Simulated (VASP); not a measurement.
# Sb16PS23 (a cell with a defect) in VASP: single point with PBE

Aim: the single point of Sb16PS23 (a cell with a defect) with PBE.

Everything below comes from runs of VASP 6.6.1. Logs are shortened: lines on timing, memory, paths and dates and some standing lists are left out, and cuts for length are marked.

### Step 1. The cell of the first run

The cell holds a defect, 40 atoms: a = 11.311 Å, b = 7.678 Å, c = 11.223 Å, α = 90.00°, β = 90.00°, γ = 90.00°.

### Step 2. Single point, PBE

Contents of INCAR:

```
PREC = Accurate
ENCUT = 520
EDIFF = 1E-6
ISMEAR = -1
SIGMA = 0.01
LREAL = Auto
LASPH = True
NELM = 100
ALGO = Normal
ISIF = 2
LWAVE = False
LCHARG = False
GGA = PE
NELECT = 224.0
NBANDS = 138
```

Contents of KPOINTS:

```
regular mesh
0
Gamma
  2 3 2
```

Contents of POSCAR:

```
Sb16PS23
1.0
   11.3110000000      0.0000000000      0.0000000000
    0.0000000000      7.6778000000      0.0000000000
    0.0000000000      0.0000000000     11.2230000000
Sb S P
16 23 1
Direct
    0.4706100000      0.1250000000      0.3259500000
    0.4706100000      0.6250000000      0.3259500000
    0.0293900000      0.3750000000      0.8259500000
    0.0293900000      0.8750000000      0.8259500000
    0.9706100000      0.1250000000      0.1740500000
    0.9706100000      0.6250000000      0.1740500000
    0.5293900000      0.3750000000      0.6740500000
    0.5293900000      0.8750000000      0.6740500000
    0.3505900000      0.3750000000      0.0360200000
    0.3505900000      0.8750000000      0.0360200000
    0.1494100000      0.1250000000      0.5360200000
    0.1494100000      0.6250000000      0.5360200000
    0.8505900000      0.3750000000      0.4639800000
    0.8505900000      0.8750000000      0.4639800000
    0.6494100000      0.1250000000      0.9639800000
    0.6494100000      0.6250000000      0.9639800000
    0.2921400000      0.1250000000      0.1918100000
    0.2921400000      0.6250000000      0.1918100000
    0.2078600000      0.3750000000      0.6918100000
    0.2078600000      0.8750000000      0.6918100000
    0.7921400000      0.1250000000      0.3081900000
    0.7921400000      0.6250000000      0.3081900000
    0.7078600000      0.3750000000      0.8081900000
    0.7078600000      0.8750000000      0.8081900000
    0.5498000000      0.8750000000      0.1230000000
    0.9502000000      0.1250000000      0.6230000000
    0.9502000000      0.6250000000      0.6230000000
    0.0498000000      0.3750000000      0.3770000000
    0.0498000000      0.8750000000      0.3770000000
    0.4502000000      0.1250000000      0.8770000000
    0.4502000000      0.6250000000      0.8770000000
    0.3751000000      0.3750000000      0.4389000000
    0.3751000000      0.8750000000      0.4389000000
    0.1249000000      0.1250000000      0.9389000000
    0.1249000000      0.6250000000      0.9389000000
    0.8751000000      0.3750000000      0.0611000000
    0.8751000000      0.8750000000      0.0611000000
    0.6249000000      0.1250000000      0.5611000000
    0.6249000000      0.6250000000      0.5611000000
    0.5498000000      0.3750000000      0.1230000000
```

Potentials or basis: VASP PAW PBE potentials, release 64 (Sb, S, P).

Started as:

```console
cat potpaw_PBE.64/Sb/POTCAR potpaw_PBE.64/S/POTCAR potpaw_PBE.64/P/POTCAR > POTCAR
mpirun -np 1 vasp_std > vasp.out
```

OUTCAR:

```text
PREC = Accurate
   ENCUT = 520
   EDIFF = 1E-6
   ISMEAR = -1
   LREAL = Auto
   LASPH = True
   NELM = 100
   ISIF = 2
   GGA = PE
   NELECT = 224.0

 ion  position               nearest neighbor table
   1  0.471  0.125  0.326-  17 2.52  32 2.54  33 2.54  25 3.11  40 3.11  38 3.16
   2  0.471  0.625  0.326-  18 2.52  32 2.54  33 2.54  25 3.11  40 3.11  39 3.16
   3  0.029  0.375  0.826-  19 2.52  34 2.54  35 2.54  26 3.11  27 3.11  36 3.16
   4  0.029  0.875  0.826-  20 2.52  34 2.54  35 2.54  26 3.11  27 3.11  37 3.16
   5  0.971  0.125  0.174-  21 2.52  36 2.54  37 2.54  28 3.11  29 3.11  34 3.16
   6  0.971  0.625  0.174-  22 2.52  36 2.54  37 2.54  28 3.11  29 3.11  35 3.16
   7  0.529  0.375  0.674-  23 2.52  38 2.54  39 2.54  30 3.11  31 3.11  32 3.16
   8  0.529  0.875  0.674-  24 2.52  38 2.54  39 2.54  30 3.11  31 3.11  33 3.16
   9  0.351  0.375  0.036-  40 2.46  18 2.68  17 2.68  31 2.85  30 2.85
  10  0.351  0.875  0.036-  25 2.46  18 2.68  17 2.68  30 2.85  31 2.85
  11  0.149  0.125  0.536-  26 2.46  20 2.68  19 2.68  28 2.85  29 2.85
  12  0.149  0.625  0.536-  27 2.46  20 2.68  19 2.68  28 2.85  29 2.85
  13  0.851  0.375  0.464-  28 2.46  22 2.68  21 2.68  27 2.85  26 2.85
  14  0.851  0.875  0.464-  29 2.46  22 2.68  21 2.68  27 2.85  26 2.85
  15  0.649  0.125  0.964-  30 2.46  24 2.68  23 2.68  25 2.85  40 2.85
  16  0.649  0.625  0.964-  31 2.46  24 2.68  23 2.68  25 2.85  40 2.85
  17  0.292  0.125  0.192-   1 2.52   9 2.68  10 2.68
[... 9 lines left out ...]
  27  0.950  0.625  0.623-  12 2.46  13 2.85  14 2.85   4 3.11   3 3.11
  28  0.050  0.375  0.377-  13 2.46  12 2.85  11 2.85   6 3.11   5 3.11
  29  0.050  0.875  0.377-  14 2.46  12 2.85  11 2.85   6 3.11   5 3.11
  30  0.450  0.125  0.877-  15 2.46  10 2.85   9 2.85   8 3.11   7 3.11
  31  0.450  0.625  0.877-  16 2.46  10 2.85   9 2.85   8 3.11   7 3.11
  32  0.375  0.375  0.439-   1 2.54   2 2.54   7 3.16
  33  0.375  0.875  0.439-   1 2.54   2 2.54   8 3.16
  34  0.125  0.125  0.939-   3 2.54   4 2.54   5 3.16
  35  0.125  0.625  0.939-   3 2.54   4 2.54   6 3.16
  36  0.875  0.375  0.061-   5 2.54   6 2.54   3 3.16
  37  0.875  0.875  0.061-   5 2.54   6 2.54   4 3.16
  38  0.625  0.125  0.561-   7 2.54   8 2.54   1 3.16
  39  0.625  0.625  0.561-   7 2.54   8 2.54   2 3.16
  40  0.550  0.375  0.123-   9 2.46  15 2.85  16 2.85   2 3.11   1 3.11

  LATTYP: Found a simple orthorhombic cell.
 ALAT       =     7.6778000000
 B/A-ratio  =     1.4617468546
 C/A-ratio  =     1.4732084712

  Lattice vectors:

 A1 = (   0.0000000000,   7.6778000000,   0.0000000000)
 A2 = (   0.0000000000,   0.0000000000,  11.2230000000)
 A3 = (  11.3110000000,   0.0000000000,   0.0000000000)

Analysis of symmetry for initial positions (statically):
=====================================================================
 Subroutine PRICEL returns:
 Original cell was already a primitive cell.

 Routine SETGRP: Setting up the symmetry group for a
 simple orthorhombic supercell.

 Subroutine GETGRP returns: Found  2 space group operations
 (whereof  1 operations were pure point group operations)
 out of a pool of  8 trial point group operations.

The static configuration has the point symmetry C_1 .
 The point group associated with its full space group is C_1h.

Analysis of symmetry for dynamics (positions and initial velocities):
=====================================================================
 Subroutine PRICEL returns:
 Original cell was already a primitive cell.

 Routine SETGRP: Setting up the symmetry group for a
 simple orthorhombic supercell.

 Subroutine GETGRP returns: Found  2 space group operations
 (whereof  1 operations were pure point group operations)
 out of a pool of  8 trial point group operations.

The dynamic configuration has the point symmetry C_1 .
 The point group associated with its full space group is C_1h.

 Subroutine INISYM returns: Found  2 space group operations
 (whereof  1 operations are pure point group operations),
 and found     1 'primitive' translations

----------------------------------------------------------------------------------------

                                     Primitive cell

  volume of cell :     974.6457

  direct lattice vectors                    reciprocal lattice vectors
    11.311000000  0.000000000  0.000000000     0.088409513  0.000000000  0.000000000
     0.000000000  7.677800000  0.000000000     0.000000000  0.130245643  0.000000000
     0.000000000  0.000000000 11.223000000     0.000000000  0.000000000  0.089102735

  length of vectors
    11.311000000  7.677800000 11.223000000     0.088409513  0.130245643  0.089102735

[... 89 lines left out ...]
Automatic generation of k-mesh.
 Grid dimensions read from file:
 generate k-points for:    2    3    2

 Generating k-lattice:

  Cartesian coordinates                     Fractional coordinates (reciprocal lattice)
     0.044204756  0.000000000  0.000000000     0.500000000  0.000000000  0.000000000
     0.000000000  0.043415214  0.000000000     0.000000000  0.333333333  0.000000000
     0.000000000  0.000000000  0.044551368     0.000000000  0.000000000  0.500000000

  Length of vectors
     0.044204756  0.043415214  0.044551368

  Shift w.r.t. Gamma in fractional coordinates (k-lattice)
     0.000000000  0.000000000  0.000000000

 Subroutine IBZKPT returns following result:
 ===========================================

 Found      8 irreducible k-points:

 Following reciprocal coordinates:
            Coordinates               Weight
  0.000000  0.000000  0.000000      1.000000
  0.500000  0.000000  0.000000      1.000000
  0.000000  0.333333  0.000000      2.000000
  0.500000  0.333333  0.000000      2.000000
  0.000000  0.000000  0.500000      1.000000
  0.500000  0.000000  0.500000      1.000000
  0.000000  0.333333  0.500000      2.000000
  0.500000  0.333333  0.500000      2.000000
   k-points           NKPTS =      8   k-points in BZ     NKDIM =      8   number of bands    NBANDS=    138
   number of dos      NEDOS =    301   number of ions     NIONS =     40
   total plane-waves  NPLWV = 423360
   dimension x,y,z NGX =    84 NGY =   60 NGZ =   84
   dimension x,y,z NGXF=   168 NGYF=  120 NGZF=  168
   ions per type =              16  23   1
   NGX,Y,Z   is equivalent  to a cutoff of  12.35, 12.99, 12.44 a.u.
   NGXF,Y,Z  is equivalent  to a cutoff of  24.69, 25.98, 24.89 a.u.
 SYSTEM =  unknown system
   PREC   = accura    normal or accurate (medium, high low for compatibility)
   ISTART =      0    job   : 0-new  1-cont  2-samecut
   ICHARG =      2    charge: 1-file 2-atom 10-const
   ISPIN  =      1    spin polarized calculation?
   LNONCOLLINEAR =      F non collinear calculations
   LSORBIT =      F    spin-orbit coupling
   LASPH  =      T    aspherical Exc in radial PAW
   ENCUT  =  520.0 eV  38.22 Ry    6.18 a.u.  21.03 14.28 20.87*2*pi/ulx,y,z
   NELM   =    100;   NELMIN=  2; NELMDL= -5     # of ELM steps
   EDIFF  = 0.1E-05   stopping-criterion for ELM
   LREAL  =      T    real-space projection
   EDIFFG = 0.1E-04   stopping-criterion for IOM
   NSW    =      0    number of steps for IOM
   IBRION =     -1    ionic relax: 0-MD 1-quasi-New 2-CG
   NFREE  =      0    steps in history (QN), initial steepest desc. (CG)
   ISIF   =      2    stress and relaxation
   ISYM   =      2    0-nonsym 1-usesym 2-fastsym
   POTIM  = 0.5000    time-step for ionic-motion
   TEBEG  =    0.0;   TEEND  =   0.0 temperature during run
   PSTRESS=    0.0 pullay stress
   NELECT =     224.0000    total number of electrons
   NUPDOWN=      -1.0000    fix difference up-down
   EMIN   =  10.00;   EMAX   =-10.00  energy-range for DOS
   EFERMI =   0.00;   METHOD = LEGACY
   ISMEAR =    -1;   SIGMA  =   0.01  broadening in eV -4-tet -1-fermi 0-gaus
   EFERMI_NEDOS =   21; number of points for ismear=-14 and -15
   IALGO  =     38    algorithm
   IMIX   =      4    mixing-type and parameters
     AMIX     =   0.40;   BMIX     =  1.00
     AMIX_MAG =   1.60;   BMIX_MAG =  1.00
  volume/ion in A,a.u.               =      24.37       164.43
  Fermi-wavevector in a.u.,A,eV,Ry     =   1.002787  1.894992 13.681764  1.005581
  Thomas-Fermi vector in A             =   2.135296
   LORBIT       =      0    0 simple, 1 ext, 2 COOP (PROOUT), +10 PAW based schemes
   GGA     = PE    functional components
   LHFCALC =     F    Hartree Fock is set to
   AEXX    =    0.0000 exact exchange contribution
   IVDW    =     0    specifies the selected vdW correction
   LEPSILON=     F    determine dielectric tensor
   LRPA    =     F    only Hartree local field effects (RPA)
 non-spin polarized calculation
  energy-cutoff  :      520.00
  volume of cell :      974.65
 maximum number of plane-waves:     26274
   NGX = 43   NGY = 29   NGZ = 41

 number of electron     223.9999968 magnetization

 Free energy of the ion-electron system (eV)
  ---------------------------------------------------
  ext. energy  EPLUGINS =         0.00000000
  ---------------------------------------------------
  free energy    TOTEN  =      -169.05354538 eV

  energy without entropy =     -169.05354538  energy(sigma->0) =     -169.05354538

 E-fermi :   5.8446     XC(G=0):  -9.4513

 val. band max:        5.6125065009   @ k =   0.0000   0.0000   0.0000
 cond. band min:       6.4527930561   @ k =   0.0000   0.0000   0.5000
 fundamental gap:      0.8402865552
 Fermi energy:         5.8446439855

 k-point     1 :       0.0000    0.0000    0.0000
  band No.  band energies     occupation
      1      -9.1058      2.00000
      2      -8.6833      2.00000
      3      -8.4468      2.00000
      4      -8.1894      2.00000
      5      -8.1793      2.00000
      6      -7.8564      2.00000
[... 1005 lines left out ...]
    123       7.7961      0.00000
    124       7.8531      0.00000
 [bands above 124 left out]

------------------------ aborting loop because EDIFF is reached ----------------------------------------

  FORCE on cell =-STRESS in cart. coord.  units (eV):
  Direction    XX          YY          ZZ          XY          YZ          ZX
  --------------------------------------------------------------------------------------
  -------------------------------------------------------------------------------------
  Total       29.9733015     25.9872349     23.5061408      0.0000000      0.0000000      0.7610587
  in kB       49.2717974     42.7192770     38.6407152      0.0000000      0.0000000      1.2510710
  external PRESSURE =      43.5439298 kB  Pullay stress =       0.0000000 kB

 VOLUME and BASIS-vectors are now :
 -----------------------------------------------------------------------------
  energy-cutoff  :      520.00
  volume of cell :      974.65
      direct lattice vectors                 reciprocal lattice vectors
    11.311000000  0.000000000  0.000000000     0.088409513  0.000000000  0.000000000
     0.000000000  7.677800000  0.000000000     0.000000000  0.130245643  0.000000000
     0.000000000  0.000000000 11.223000000     0.000000000  0.000000000  0.089102735

 POSITION                                       TOTAL-FORCE (eV/Angst)
 -----------------------------------------------------------------------------------
      5.32307      0.95973      3.65814         0.545401      0.382892     -0.493040
      5.32307      4.79863      3.65814         0.545401     -0.382892     -0.493040
      0.33243      2.87918      9.26964        -0.313273      0.000000     -0.023402
      0.33243      6.71808      9.26964        -0.406100      0.000000     -0.018408
     10.97857      0.95973      1.95336         0.354564     -0.000367      0.032920
     10.97857      4.79863      1.95336         0.354564      0.000367      0.032920
[... 32 lines left out ...]
      7.06824      4.79863      6.29723         0.187054     -0.137488     -0.272753
      6.21879      2.87918      1.38043         0.733087      0.000000      0.278809
 -----------------------------------------------------------------------------------
    total drift:                                0.000146      0.000000      0.000272

  FREE ENERGIE OF THE ION-ELECTRON SYSTEM (eV)
  ---------------------------------------------------
  free  energy   TOTEN  =      -169.0535453828 eV

  energy  without entropy=     -169.0535453828  energy(sigma->0) =     -169.05354538
```

Run time: 43 min. Hardware: 1 thread of Intel Xeon Platinum 8259CL at 2.50GHz (Skylake/Cascade Lake), shared host; peak memory 1.2 GiB.

What came out:

- Free energy: -169.0535 eV
- Largest force: 1.037 eV/Å

Forces in eV/Å, atoms in the order of the input:
```
Sb   0.545  0.383 -0.493
Sb   0.545 -0.383 -0.493
Sb  -0.313  0.000 -0.023
Sb  -0.406  0.000 -0.018
Sb   0.355  0.000  0.033
Sb   0.355  0.000  0.033
Sb  -0.217  0.000  0.125
Sb  -0.174  0.000  0.364
Sb  -0.183  0.000 -0.190
Sb  -0.093  0.000 -0.095
Sb   0.273 -0.032 -0.242
Sb   0.273  0.032 -0.242
Sb  -0.237  0.000  0.234
Sb  -0.228  0.000  0.220
Sb  -0.040  0.598  0.845
Sb  -0.040 -0.598  0.845
S   -0.336 -0.128 -0.035
S   -0.336  0.128 -0.035
S    0.192  0.000 -0.051
S    0.185  0.000 -0.066
S   -0.194 -0.012  0.064
S   -0.194  0.012  0.064
S    0.182  0.000 -0.055
S    0.045  0.000 -0.550
S    0.232  0.000  0.121
S   -0.301  0.014  0.156
S   -0.301 -0.014  0.156
S    0.274  0.000 -0.167
S    0.273  0.000 -0.148
S   -0.276 -0.115 -0.363
S   -0.276  0.115 -0.363
S   -0.193  0.000  0.239
S   -0.447  0.000  0.453
S    0.100 -0.073  0.120
S    0.100  0.073  0.120
S   -0.111  0.000 -0.172
S   -0.137  0.000 -0.125
S    0.187  0.137 -0.273
S    0.187 -0.137 -0.273
P    0.733  0.000  0.279
```

Caveat: the cell carries a net charge on a neutralising background, which shifts energy and pressure; the cell is charged against a uniform background, so pressure and absolute levels hang on convention; spin-orbit coupling is left out, which moves the levels of the heavy elements.
